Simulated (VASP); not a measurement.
A run of VASP 6.6.1:

Contents of INCAR:

```
SYSTEM = CoSi2
  ALGO = Normal
  EDIFF = 1E-6
  ENCUT = 520
  GGA = PS
  ISIF = 2
  ISMEAR = 0
  LASPH = .True.
  LCHARG = .False.
  LREAL = .False.
  LWAVE = .False.
  NBANDS = 26
  NELM = 60
  PREC = Accurate
  SIGMA = 0.1
```

The input KPOINTS:

```
k-points
0
Gamma
  10 10 8
  0 0 0
```

File POSCAR:

```
CoSi2
1.0
    2.6662149185      2.6662149185      0.0000000000
   -2.6662149185      2.6662149185      0.0000000000
    0.0000000000      0.0000000000      5.2328203133
Co Si
2 4
Direct
    0.0000000000      0.0000000000      0.0000000000
    0.5000000000      0.5000000000      0.5000000000
    0.0000000000      0.5000000000      0.7500000000
    0.5000000000      0.0000000000      0.7500000000
    0.5000000000      0.0000000000      0.2500000000
    0.0000000000      0.5000000000      0.2500000000
```

Potentials or basis: VASP PAW PBE potentials, release 64 (Co, Si).

Run with:

```console
$ cat potpaw_PBE.64/Co/POTCAR potpaw_PBE.64/Si/POTCAR > POTCAR
$ mpirun -np 1 vasp_std > vasp.out
```

Hardware: 1 thread of Intel Xeon 8259CL (shared host).

Problem. How long does it take, and how much memory?

Solution. Run time: 4.9 min on 1 thread of Intel Xeon 8259CL, with other jobs on the host, peak memory 0.29 GiB. Counts: scf iterations 15, k points 105.
